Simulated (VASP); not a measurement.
# KI (Fm-3m) in VASP: notebook, part 3 of 3

VASP 6.6.1.

## Step 5: Electric field gradients, PBEsol

INCAR reads:

```
ALGO     = Normal         # electronic algorithm
EDIFF    = 1E-8           # SCF threshold, eV
ENCUT    = 400            # plane-wave cutoff, eV
GGA      = PS             # functional
GGA_COMPAT= False        
ISIF     = 2              # what is computed and relaxed
ISMEAR   = -1             # smearing method
LASPH    = True           # aspherical terms in the spheres
LCHARG   = False          # write CHGCAR
LEFG     = True         
LREAL    = False          # projectors in reciprocal space
LWAVE    = False          # write WAVECAR
NBANDS   = 15             # bands
NELM     = 120            # most SCF steps
PREC     = Accurate       # precision mode
SIGMA    = 0.02           # smearing width, eV
```

KPOINTS reads:

```
k-points
0
Gamma
  7 7 7
```

POSCAR reads:

```
KI
1.0
    0.0000000000      3.5424356157      3.5424356157
    3.5424356157      0.0000000000      3.5424356157
    3.5424356157      3.5424356157      0.0000000000
K I
1 1
Direct
    0.0000000000      0.0000000000      0.0000000000
    0.5000000000      0.5000000000      0.5000000000
```

Potentials or basis: VASP PAW PBE potentials, release 64 (K_sv, I).

On the command line:

```bash
$ cat potpaw_PBE.64/K_sv/POTCAR potpaw_PBE.64/I/POTCAR > POTCAR
$ mpirun -np 1 vasp_std > vasp.out
```

OUTCAR:

```text
EDIFF = 1E-8
   ENCUT = 400
   GGA = PS
   ISIF = 2
   ISMEAR = -1
   LASPH = True
   LREAL = False
   NELM = 120
   PREC = Accurate

 ion  position               nearest neighbor table
   1  0.000  0.000  0.000-   2 3.54   2 3.54   2 3.54   2 3.54   2 3.54   2 3.54
   2  0.500  0.500  0.500-   1 3.54   1 3.54   1 3.54   1 3.54   1 3.54   1 3.54

  LATTYP: Found a face centered cubic cell.
 ALAT       =     7.0848712314

  Lattice vectors:

 A1 = (   0.0000000000,   3.5424356157,   3.5424356157)
 A2 = (   3.5424356157,   0.0000000000,   3.5424356157)
 A3 = (   3.5424356157,   3.5424356157,   0.0000000000)

Analysis of symmetry for initial positions (statically):
=====================================================================
 Subroutine PRICEL returns:
 Original cell was already a primitive cell.

 Routine SETGRP: Setting up the symmetry group for a
 face centered cubic supercell.

 Subroutine GETGRP returns: Found 48 space group operations
 (whereof 48 operations were pure point group operations)
 out of a pool of 48 trial point group operations.

The static configuration has the point symmetry O_h .

Analysis of symmetry for dynamics (positions and initial velocities):
=====================================================================
 Subroutine PRICEL returns:
 Original cell was already a primitive cell.

 Routine SETGRP: Setting up the symmetry group for a
 face centered cubic supercell.

 Subroutine GETGRP returns: Found 48 space group operations
 (whereof 48 operations were pure point group operations)
 out of a pool of 48 trial point group operations.

The dynamic configuration has the point symmetry O_h .

 Subroutine INISYM returns: Found 48 space group operations
 (whereof 48 operations are pure point group operations),
 and found     1 'primitive' translations

----------------------------------------------------------------------------------------

                                     Primitive cell

  volume of cell :      88.9070

  direct lattice vectors                    reciprocal lattice vectors
     0.000000000  3.542435616  3.542435616    -0.141145826  0.141145826  0.141145826
     3.542435616  0.000000000  3.542435616     0.141145826 -0.141145826  0.141145826
     3.542435616  3.542435616  0.000000000     0.141145826  0.141145826 -0.141145826

  length of vectors
     5.009760492  5.009760492  5.009760492     0.244471741  0.244471741  0.244471741

  position of ions in fractional coordinates (direct lattice)
     0.000000000  0.000000000  0.000000000
     0.500000000  0.500000000  0.500000000

  ion indices of the primitive-cell ions
   primitive index   ion index
                 1           1
                 2           2

----------------------------------------------------------------------------------------

 KPOINTS: k-points

[... 78 lines left out ...]
   EFERMI_NEDOS =   21; number of points for ismear=-14 and -15
   IALGO  =     38    algorithm
   IMIX   =      4    mixing-type and parameters
     AMIX     =   0.40;   BMIX     =  1.00
     AMIX_MAG =   1.60;   BMIX_MAG =  1.00
  volume/ion in A,a.u.               =      44.45       299.99
  Fermi-wavevector in a.u.,A,eV,Ry     =   0.924279  1.746633 11.623332  0.854291
  Thomas-Fermi vector in A             =   2.050007
   LORBIT       =      0    0 simple, 1 ext, 2 COOP (PROOUT), +10 PAW based schemes
   GGA     = PS    functional components
   LHFCALC =     F    Hartree Fock is set to
   AEXX    =    0.0000 exact exchange contribution
   IVDW    =     0    specifies the selected vdW correction
   LEPSILON=     F    determine dielectric tensor
   LRPA    =     F    only Hartree local field effects (RPA)
 non-spin polarized calculation
  energy-cutoff  :      400.00
  volume of cell :       88.91
 maximum number of plane-waves:      1639
 NGX is ok and might be reduce to    36
   NGX = 17   NGY = 17   NGZ = 17

 number of electron      16.0000001 magnetization

 Free energy of the ion-electron system (eV)
  ---------------------------------------------------
  ext. energy  EPLUGINS =         0.00000000
  ---------------------------------------------------
  free energy    TOTEN  =        -5.81347501 eV

  energy without entropy =       -5.81347501  energy(sigma->0) =       -5.81347501

 E-fermi :  -0.0948     XC(G=0):  -7.3085

 val. band max:       -0.5502771397   @ k =   0.0000   0.0000   0.0000
 cond. band min:       3.2467696338   @ k =   0.0000   0.0000   0.0000
 fundamental gap:      3.7970467735
 Fermi energy:        -0.0947591490

 k-point     1 :       0.0000    0.0000    0.0000
  band No.  band energies     occupation
      1     -28.8907      2.00000
      2     -12.4414      2.00000
      3     -12.4414      2.00000
      4     -12.4414      2.00000
      5     -11.0750      2.00000
      6      -0.5503      2.00000
      7      -0.5503      2.00000
      8      -0.5503      2.00000
      9       3.2468      0.00000
     10       5.8826      0.00000
     11       5.8826      0.00000
     12       5.8826      0.00000
     13       6.6170      0.00000
     14       6.6170      0.00000
[... 329 lines left out ...]
      2     -12.5082      2.00000
      3     -12.4752      2.00000
      4     -12.4608      2.00000
      5     -10.8676      2.00000
      6      -1.3500      2.00000
      7      -1.3300      2.00000
      8      -1.0330      2.00000
      9       5.4374      0.00000
     10       6.1036      0.00000
     11       6.2143      0.00000
     12       7.5391      0.00000
     13       8.1552      0.00000
     14       8.7147      0.00000
     15       9.4867      0.00000

------------------------ aborting loop because EDIFF is reached ----------------------------------------

  FORCE on cell =-STRESS in cart. coord.  units (eV):
  Direction    XX          YY          ZZ          XY          YZ          ZX
  --------------------------------------------------------------------------------------
  -------------------------------------------------------------------------------------
  Total       -0.1884479     -0.1884479     -0.1884479     -0.0000000      0.0000000     -0.0000000
  in kB       -3.3959873     -3.3959873     -3.3959873     -0.0000000      0.0000000     -0.0000000
  external PRESSURE =      -3.3959873 kB  Pullay stress =       0.0000000 kB

 VOLUME and BASIS-vectors are now :
 -----------------------------------------------------------------------------
  energy-cutoff  :      400.00
  volume of cell :       88.91
      direct lattice vectors                 reciprocal lattice vectors
     0.000000000  3.542435616  3.542435616    -0.141145826  0.141145826  0.141145826
     3.542435616  0.000000000  3.542435616     0.141145826 -0.141145826  0.141145826
     3.542435616  3.542435616  0.000000000     0.141145826  0.141145826 -0.141145826

 POSITION                                       TOTAL-FORCE (eV/Angst)
 -----------------------------------------------------------------------------------
      0.00000      0.00000      0.00000        -0.000000      0.000000      0.000000
      3.54244      3.54244      3.54244         0.000000     -0.000000     -0.000000
 -----------------------------------------------------------------------------------
    total drift:                                0.000000      0.000000      0.000000

  FREE ENERGIE OF THE ION-ELECTRON SYSTEM (eV)
  ---------------------------------------------------
  free  energy   TOTEN  =        -5.8134750135 eV

  energy  without entropy=       -5.8134750135  energy(sigma->0) =       -5.81347501

 Electric field gradients (V/A^2)
---------------------------------------------------------------------
 ion       V_xx      V_yy      V_zz      V_xy      V_xz      V_yz
---------------------------------------------------------------------
   1       0.000     0.000    -0.000    -0.000    -0.000    -0.000
   2      -0.000    -0.000    -0.000    -0.000    -0.000    -0.000
---------------------------------------------------------------------

 Electric field gradients after diagonalization (V/A^2)
 (convention: |V_zz| > |V_xx| > |V_yy|)
----------------------------------------------------------------------
 ion       V_xx      V_yy      V_zz     asymmetry (V_yy - V_xx)/ V_zz
----------------------------------------------------------------------
   1       0.000     0.000    -0.001       0.000
   2       0.000     0.000    -0.000       0.000
----------------------------------------------------------------------

           NMR quadrupolar parameters

 Cq : quadrupolar parameter    Cq=e*Q*V_zz/h
 eta: asymmetry parameters     (V_yy - V_xx)/ V_zz
 Q  : nuclear electric quadrupole moment in mb (millibarn)
----------------------------------------------------------------------
 ion       Cq(MHz)       eta       Q (mb)
----------------------------------------------------------------------
   1      -0.000       0.000       1.000
   2      -0.000       0.000       1.000
----------------------------------------------------------------------
```

Run time: 47 s. Hardware: 1 thread of Intel Xeon 8259CL, shared host; peak memory 0.21 GiB.

What came out:

```yaml
Free_energy: -5.8135 eV
Pressure: -0.3 GPa
Band_gap_on_the_k_mesh: 3.80 eV, direct
```

Caveat: without QUAD_EFG the Cq values of the log hold for a quadrupole moment of 1 mb, not for the nuclei; the PAW data sets were made with another functional, which shifts forces and pressure a little; spin-orbit coupling is left out, which moves the levels of the heavy elements.

## Step 6: Overview

```tsv
level	cell	k mesh	cutoff (eV)	smearing	gap on the mesh (eV)	pressure (GPa)
PBE	a = 5.010 Å, angles 60.0°, 2 atoms	7 × 7 × 7	520	fermi-dirac 0.02 eV	3.94	0.5
PBE	a = 7.085 Å, 8 atoms	3 × 3 × 3	520	gaussian 0.01 eV	3.94	0.5
PBE	a = 5.010 Å, angles 60.0°, 2 atoms	7 × 7 × 7	400	fermi-dirac 0.02 eV	3.94	0.5
PBEsol	a = 5.010 Å, angles 60.0°, 2 atoms	7 × 7 × 7	400	fermi-dirac 0.02 eV	3.80	-0.3
```

Alike in all rows: task electric field gradients; potentials or basis VASP PAW PBE potentials, release 64 (K_sv, I); no spin polarisation.

On the cell as given the gap runs from 3.80 eV (PBEsol) to 3.94 eV (PBE). The pressure there spans -0.3 GPa (PBEsol) to 0.5 GPa (PBE); a positive pressure means that this level wants a larger cell, a negative one a smaller.

Caveats: spin-orbit coupling is left out, which moves the levels of the heavy elements; the PAW data sets were made with another functional, which shifts forces and pressure a little (some runs).

Absolute energies hang on the potentials; compare differences alone.
